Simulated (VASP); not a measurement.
# BaTiO3 (P4mm) in VASP: a series of runs

BaTiO3 is run at these levels: PBE; tasks: electric field gradients, density of states.

All numbers are computed with VASP 6.6.1; they aren't measurements. Logs are shortened: lines on timing, memory, paths and dates and some standing lists are left out, and cuts for length are marked.

## 1. The cell of the first run

The structure is tetragonal, space group P4mm (No. 99). The conventional cell has a = 4.000 Å, b = 4.000 Å, c = 4.018 Å, α = 90.00°, β = 90.00°, γ = 90.00°. Ba (site symmetry 4mm) has 12 O at 2.79 to 2.88 Å and 8 Ti at 3.43 to 3.51 Å within 3.7 Å. Ti (site symmetry 4mm) has 6 O at 1.87 to 2.15 Å within 2.5 Å. O (site symmetry 4mm) has 2 Ti at 1.87 to 2.15 Å within 2.5 Å. O (site symmetry 2mm) has 2 Ti at 2.00 Å within 2.7 Å.

## 2. Electric field gradients, PBE

File INCAR:

```
SYSTEM = BaTiO3
ALGO = Normal
EDIFF = 1E-8
ENCUT = 520
GGA = PE
ISIF = 2
ISMEAR = -1
LASPH = .TRUE.
LCHARG = .FALSE.
LEFG = .TRUE.
LREAL = .FALSE.
LWAVE = .FALSE.
NBANDS = 28
NELM = 100
PREC = Accurate
SIGMA = 0.08
```

File KPOINTS:

```
k-points
0
G
  7 7 7
  0 0 0
```

File POSCAR:

```
BaTiO3
1.0
    3.9998000000      0.0000000000      0.0000000000
    0.0000000000      3.9998000000      0.0000000000
    0.0000000000      0.0000000000      4.0180000000
Ba Ti O
1 1 3
Direct
    0.0000000000      0.0000000000      0.0000000000
    0.5000000000      0.5000000000      0.4820000000
    0.5000000000      0.5000000000      0.0160000000
    0.5000000000      0.0000000000      0.5150000000
    0.0000000000      0.5000000000      0.5150000000
```

Potentials or basis: VASP PAW PBE potentials, release 64 (Ba_sv, Ti_sv, O).

The run is started by

```
$ cat potpaw_PBE.64/Ba_sv/POTCAR potpaw_PBE.64/Ti_sv/POTCAR potpaw_PBE.64/O/POTCAR > POTCAR
$ mpirun -np 1 vasp_std > vasp.out
```

OUTCAR:

```text
SYSTEM = BaTiO3
   EDIFF = 1E-8
   ENCUT = 520
   GGA = PE
   ISIF = 2
   ISMEAR = -1
   LASPH = .TRUE.
   LREAL = .FALSE.
   NELM = 100
   PREC = Accurate

 ion  position               nearest neighbor table
   1  0.000  0.000  0.000-   4 2.79   5 2.79   5 2.79   4 2.79   3 2.83   3 2.83   3 2.83   3 2.83
                             4 2.88   5 2.88   5 2.88   4 2.88   2 3.43   2 3.43   2 3.43   2 3.43
   2  0.500  0.500  0.482-   3 1.87   4 2.00   5 2.00   4 2.00   5 2.00   3 2.15   1 3.43   1 3.43
                             1 3.43   1 3.43   1 3.51   1 3.51   1 3.51   1 3.51
   3  0.500  0.500  0.016-   2 1.87   2 2.15   1 2.83   1 2.83   1 2.83   1 2.83
   4  0.500  0.000  0.515-   2 2.00   2 2.00   1 2.79   1 2.79   1 2.88   1 2.88
   5  0.000  0.500  0.515-   2 2.00   2 2.00   1 2.79   1 2.79   1 2.88   1 2.88

  LATTYP: Found a simple tetragonal cell.
 ALAT       =     3.9998000000
 C/A-ratio  =     1.0045502275

  Lattice vectors:

 A1 = (   3.9998000000,   0.0000000000,   0.0000000000)
 A2 = (   0.0000000000,   3.9998000000,   0.0000000000)
 A3 = (   0.0000000000,   0.0000000000,   4.0180000000)

Analysis of symmetry for initial positions (statically):
=====================================================================
 Subroutine PRICEL returns:
 Original cell was already a primitive cell.

 Routine SETGRP: Setting up the symmetry group for a
 simple tetragonal supercell.

 Subroutine GETGRP returns: Found  8 space group operations
 (whereof  8 operations were pure point group operations)
 out of a pool of 16 trial point group operations.

The static configuration has the point symmetry C_4v.

Analysis of symmetry for dynamics (positions and initial velocities):
=====================================================================
 Subroutine PRICEL returns:
 Original cell was already a primitive cell.

 Routine SETGRP: Setting up the symmetry group for a
 simple tetragonal supercell.

 Subroutine GETGRP returns: Found  8 space group operations
 (whereof  8 operations were pure point group operations)
 out of a pool of 16 trial point group operations.

The dynamic configuration has the point symmetry C_4v.

 Subroutine INISYM returns: Found  8 space group operations
 (whereof  8 operations are pure point group operations),
 and found     1 'primitive' translations

----------------------------------------------------------------------------------------

                                     Primitive cell

  volume of cell :      64.2816

  direct lattice vectors                    reciprocal lattice vectors
     3.999800000  0.000000000  0.000000000     0.250012501  0.000000000  0.000000000
     0.000000000  3.999800000  0.000000000     0.000000000  0.250012501  0.000000000
     0.000000000  0.000000000  4.018000000     0.000000000  0.000000000  0.248880040

  length of vectors
     3.999800000  3.999800000  4.018000000     0.250012501  0.250012501  0.248880040

  position of ions in fractional coordinates (direct lattice)
     0.000000000  0.000000000  0.000000000
     0.500000000  0.500000000  0.482000000
     0.500000000  0.500000000  0.016000000
     0.500000000  0.000000000  0.515000000
     0.000000000  0.500000000  0.515000000

  ion indices of the primitive-cell ions
   primitive index   ion index
                 1           1
                 2           2
                 3           3
                 4           4
                 5           5

----------------------------------------------------------------------------------------

 KPOINTS: k-points

Automatic generation of k-mesh.
 Grid dimensions read from file:
 generate k-points for:    7    7    7

 Generating k-lattice:
[... 45 lines left out ...]
   number of dos      NEDOS =    301   number of ions     NIONS =      5
   total plane-waves  NPLWV =  27000
   dimension x,y,z NGX =    30 NGY =   30 NGZ =   30
   dimension x,y,z NGXF=    60 NGYF=   60 NGZF=   60
   ions per type =               1   1   3
   NGX,Y,Z   is equivalent  to a cutoff of  12.47, 12.47, 12.41 a.u.
   NGXF,Y,Z  is equivalent  to a cutoff of  24.94, 24.94, 24.83 a.u.
 SYSTEM =  BaTiO3
   PREC   = accura    normal or accurate (medium, high low for compatibility)
   ISTART =      0    job   : 0-new  1-cont  2-samecut
   ICHARG =      2    charge: 1-file 2-atom 10-const
   ISPIN  =      1    spin polarized calculation?
   LNONCOLLINEAR =      F non collinear calculations
   LSORBIT =      F    spin-orbit coupling
   LASPH  =      T    aspherical Exc in radial PAW
   ENCUT  =  520.0 eV  38.22 Ry    6.18 a.u.   7.44  7.44  7.47*2*pi/ulx,y,z
   NELM   =    100;   NELMIN=  2; NELMDL= -5     # of ELM steps
   EDIFF  = 0.1E-07   stopping-criterion for ELM
   LREAL  =      F    real-space projection
   EDIFFG = 0.1E-06   stopping-criterion for IOM
   NSW    =      0    number of steps for IOM
   IBRION =     -1    ionic relax: 0-MD 1-quasi-New 2-CG
   NFREE  =      0    steps in history (QN), initial steepest desc. (CG)
   ISIF   =      2    stress and relaxation
   ISYM   =      2    0-nonsym 1-usesym 2-fastsym
   POTIM  = 0.5000    time-step for ionic-motion
   TEBEG  =    0.0;   TEEND  =   0.0 temperature during run
   PSTRESS=    0.0 pullay stress
   NELECT =      40.0000    total number of electrons
   NUPDOWN=      -1.0000    fix difference up-down
   EMIN   =  10.00;   EMAX   =-10.00  energy-range for DOS
   EFERMI =   0.00;   METHOD = LEGACY
   ISMEAR =    -1;   SIGMA  =   0.08  broadening in eV -4-tet -1-fermi 0-gaus
   EFERMI_NEDOS =   21; number of points for ismear=-14 and -15
   IALGO  =     38    algorithm
   IMIX   =      4    mixing-type and parameters
     AMIX     =   0.40;   BMIX     =  1.00
     AMIX_MAG =   1.60;   BMIX_MAG =  1.00
  volume/ion in A,a.u.               =      12.86        86.76
  Fermi-wavevector in a.u.,A,eV,Ry     =   1.397653  2.641181 26.578078  1.953434
  Thomas-Fermi vector in A             =   2.520888
   LORBIT       =      0    0 simple, 1 ext, 2 COOP (PROOUT), +10 PAW based schemes
   GGA     = PE    functional components
   LHFCALC =     F    Hartree Fock is set to
   AEXX    =    0.0000 exact exchange contribution
   IVDW    =     0    specifies the selected vdW correction
   LEPSILON=     F    determine dielectric tensor
   LRPA    =     F    only Hartree local field effects (RPA)
 non-spin polarized calculation
  energy-cutoff  :      520.00
  volume of cell :       64.28
 maximum number of plane-waves:      1755
 NGX is ok and might be reduce to    30
   NGX = 15   NGY = 15   NGZ = 15

 number of electron      39.9999977 magnetization

 Free energy of the ion-electron system (eV)
  ---------------------------------------------------
  ext. energy  EPLUGINS =         0.00000000
  ---------------------------------------------------
  free energy    TOTEN  =       -39.98158724 eV

  energy without entropy =      -39.98158607  energy(sigma->0) =      -39.98158666

 E-fermi :   4.7911     XC(G=0): -11.2411

 val. band max:        3.7641111694   @ k =   0.4286   0.4286   0.4286
 cond. band min:       5.6383670277   @ k =   0.0000   0.0000   0.0000
 fundamental gap:      1.8742558583
 Fermi energy:         4.7910734954

 k-point     1 :       0.0000    0.0000    0.0000
  band No.  band energies     occupation
      1     -52.7259      2.00000
      2     -28.9798      2.00000
      3     -28.9371      2.00000
      4     -28.9371      2.00000
      5     -21.0190      2.00000
      6     -13.0768      2.00000
[... 733 lines left out ...]
     27      12.2402      0.00000
     28      12.6967      0.00000

 [... further k-points ...]
[... 5 lines left out ...]
  --------------------------------------------------------------------------------------
  -------------------------------------------------------------------------------------
  Total        1.5727392      1.5727392      2.2034779      0.0000000      0.0000000      0.0000000
  in kB       39.1995263     39.1995263     54.9202862      0.0000000      0.0000000      0.0000000
  external PRESSURE =      44.4397796 kB  Pullay stress =       0.0000000 kB

 VOLUME and BASIS-vectors are now :
 -----------------------------------------------------------------------------
  energy-cutoff  :      520.00
  volume of cell :       64.28
      direct lattice vectors                 reciprocal lattice vectors
     3.999800000  0.000000000  0.000000000     0.250012501  0.000000000  0.000000000
     0.000000000  3.999800000  0.000000000     0.000000000  0.250012501  0.000000000
     0.000000000  0.000000000  4.018000000     0.000000000  0.000000000  0.248880040

 POSITION                                       TOTAL-FORCE (eV/Angst)
 -----------------------------------------------------------------------------------
      0.00000      0.00000      0.00000        -0.000000     -0.000000     -0.068581
      1.99990      1.99990      1.93668         0.000000      0.000000      0.081192
      1.99990      1.99990      0.06429         0.000000     -0.000000      0.304033
      1.99990      0.00000      2.06927         0.000000     -0.000000     -0.158322
      0.00000      1.99990      2.06927        -0.000000     -0.000000     -0.158322
 -----------------------------------------------------------------------------------
    total drift:                                0.000000      0.000000     -0.000154

  FREE ENERGIE OF THE ION-ELECTRON SYSTEM (eV)
  ---------------------------------------------------
  free  energy   TOTEN  =       -39.9815872440 eV

  energy  without entropy=      -39.9815860708  energy(sigma->0) =      -39.98158666

 Electric field gradients (V/A^2)
---------------------------------------------------------------------
 ion       V_xx      V_yy      V_zz      V_xy      V_xz      V_yz
---------------------------------------------------------------------
   1       2.223     2.223    -4.447     0.000    -0.000     0.000
   2       0.992     0.992    -1.984    -0.000     0.000    -0.000
   3      -8.116    -8.116    16.232     0.000     0.000    -0.000
   4     -13.195    27.366   -14.171    -0.000     0.000    -0.000
   5      27.366   -13.195   -14.171    -0.000    -0.000     0.000
---------------------------------------------------------------------

 Electric field gradients after diagonalization (V/A^2)
 (convention: |V_zz| > |V_xx| > |V_yy|)
----------------------------------------------------------------------
 ion       V_xx      V_yy      V_zz     asymmetry (V_yy - V_xx)/ V_zz
----------------------------------------------------------------------
   1       2.223     2.223    -4.447       0.000
   2       0.992     0.992    -1.984       0.000
   3      -8.116    -8.116    16.232       0.000
   4     -14.171   -13.195    27.366       0.036
   5     -14.171   -13.195    27.366       0.036
----------------------------------------------------------------------

           NMR quadrupolar parameters

 Cq : quadrupolar parameter    Cq=e*Q*V_zz/h
 eta: asymmetry parameters     (V_yy - V_xx)/ V_zz
 Q  : nuclear electric quadrupole moment in mb (millibarn)
----------------------------------------------------------------------
 ion       Cq(MHz)       eta       Q (mb)
----------------------------------------------------------------------
   1      -0.011       0.000       1.000
   2      -0.005       0.000       1.000
   3       0.039       0.000       1.000
   4       0.066       0.036       1.000
   5       0.066       0.036       1.000
----------------------------------------------------------------------
```

It took 58 s on 1 thread of AMD EPYC 7R13 (Zen 3), shared host; peak memory 0.18 GiB.

Results:

```
Free energy            : -39.9816 eV
Pressure               : 4.4 GPa
Largest force          : 0.304 eV/Å
Band gap on the k mesh : 1.87 eV, indirect (least direct gap 2.11 eV)
```

Forces on the atoms (eV/Å):
```
Ba   0.000  0.000 -0.069
Ti   0.000  0.000  0.081
O    0.000  0.000  0.304
O    0.000  0.000 -0.158
O    0.000  0.000 -0.158
```

Stress tensor (GPa, compression positive):
```
3.92 0.00 0.00
0.00 3.92 0.00
0.00 0.00 5.49
```

Levels at points of the mesh, in eV from the valence-band top:
```csv
k point,band 17,band 18,band 19,band 20,band 21,band 22,band 23,band 24
"(0.00, 0.00, 0.00)",-1.05,-0.27,-0.23,-0.23,1.87,2.17,2.17,4.08
```

Electric field gradients, principal values (V/Å²):
```tsv
atom	least	middle	greatest (by size)
1 Ba	2.223	2.223	-4.447
2 Ti	0.992	0.992	-1.984
3 O	-8.116	-8.116	16.232
4 O	-13.195	-14.171	27.366
5 O	-13.195	-14.171	27.366
```

Caveat: without QUAD_EFG the Cq values of the log hold for a quadrupole moment of 1 mb, not for the nuclei; spin-orbit coupling is left out, which moves the levels of the heavy elements.

## 3. Density of states, PBE

POSCAR is that of step 2.

File INCAR.step1:

```
SYSTEM = BaTiO3
ALGO = Normal
EDIFF = 1E-7
ENCUT = 520
GGA = PE
ISIF = 2
ISMEAR = -1
LASPH = .TRUE.
LCHARG = .TRUE.
LMAXMIX = 4
LREAL = .FALSE.
LWAVE = .FALSE.
NBANDS = 28
NELM = 80
PREC = Accurate
SIGMA = 0.08
```

File KPOINTS.step1:

```
k-points
0
G
  7 7 7
  0 0 0
```

File INCAR.step2:

```
SYSTEM = BaTiO3
ALGO = Normal
EDIFF = 1E-7
ENCUT = 520
GGA = PE
ICHARG = 11
ISIF = 2
ISMEAR = -5
LASPH = .TRUE.
LCHARG = .FALSE.
LMAXMIX = 4
LORBIT = 10
LREAL = .FALSE.
LWAVE = .FALSE.
NEDOS = 2001
NELM = 80
PREC = Accurate
SIGMA = 0.08
```

File KPOINTS.step2:

```
k-points
0
G
  11 11 11
  0 0 0
```

Potentials or basis: VASP PAW PBE potentials, release 64 (Ba_sv, Ti_sv, O).

The run is started by

```
$ cat potpaw_PBE.64/Ba_sv/POTCAR potpaw_PBE.64/Ti_sv/POTCAR potpaw_PBE.64/O/POTCAR > POTCAR
$ cp INCAR.step1 INCAR
$ cp KPOINTS.step1 KPOINTS
$ mpirun -np 1 vasp_std > vasp.out
$ cp INCAR.step2 INCAR
$ cp KPOINTS.step2 KPOINTS
$ mpirun -np 1 vasp_std > vasp.out
```

Run time: 2.1 min. Hardware: 1 thread of AMD EPYC 7R13 (Zen 3), shared host; peak memory 0.28 GiB.

It converged, with:

```
Valence electrons inside the program's atomic spheres : Ba 7.99; Ti 10.21; O 5.04, 5.03
```

Levels at points of the mesh, in eV from the valence-band top:
| k point | band 16 | band 17 | band 18 | band 19 | band 20 | band 21 | band 22 | band 23 | band 24 |
| --- | --- | --- | --- | --- | --- | --- | --- | --- | --- |
| (0.00, 0.00, 0.00) | -1.25 | -1.10 | -0.32 | -0.29 | -0.29 | 1.82 | 2.12 | 2.12 | 4.03 |

Caveat: spin-orbit coupling is left out, which moves the levels of the heavy elements.

(Part 1 of 2 ends here.)
